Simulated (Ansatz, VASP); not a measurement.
Zr2AlN3 in VASP and in Ansatz

```
Zr Al N
1.0
     3.40179    0.00000    0.00000
    -1.70090    2.94604    0.00000
     0.00000    0.00000   16.65117
Zr Al N
4 2 6
Direct
  0.33333 0.66667 0.00374
  0.33333 0.66667 0.33000
  0.66667 0.33333 0.50374
  0.66667 0.33333 0.83000
  0.33333 0.66667 0.66648
  0.66667 0.33333 0.16648
  0.33333 0.66667 0.13837
  0.33333 0.66667 0.46083
  0.33333 0.66667 0.78058
  0.66667 0.33333 0.28058
  0.66667 0.33333 0.63837
  0.66667 0.33333 0.96083
```

Alike in both runs: functional PBE; k mesh 12 × 12 × 4; occupations gaussian, width 0.1 eV; no spin polarisation.

Ansatz relaxed the structure, and its values are those at the end. VASP's run is a single point on that final structure, the one shown.

|  | VASP | Ansatz |
| --- | --- | --- |
| version | VASP 6.6.1 | Ansatz 0.2.0 |
| potentials or method | VASP PAW PBE potentials, release 64 (Zr_sv, Al, N), cutoff 520 eV | scalar-relativistic, plane waves, PAW |
| valence electrons in the cell | 84 | 84 |

Ansatz gave:

- gap on the k mesh at the Fermi level (eV): none
- pressure (GPa): 0.0
- rms of the force components (eV/Å): 0.001

**Question.** Which values does VASP return?

**Answer.** gap on the k mesh at the Fermi level (eV): none; pressure (GPa): 0.1; rms of the force components (eV/Å): 0.008.

A gap of «none» marks a metal or a gap that the smearing closes.
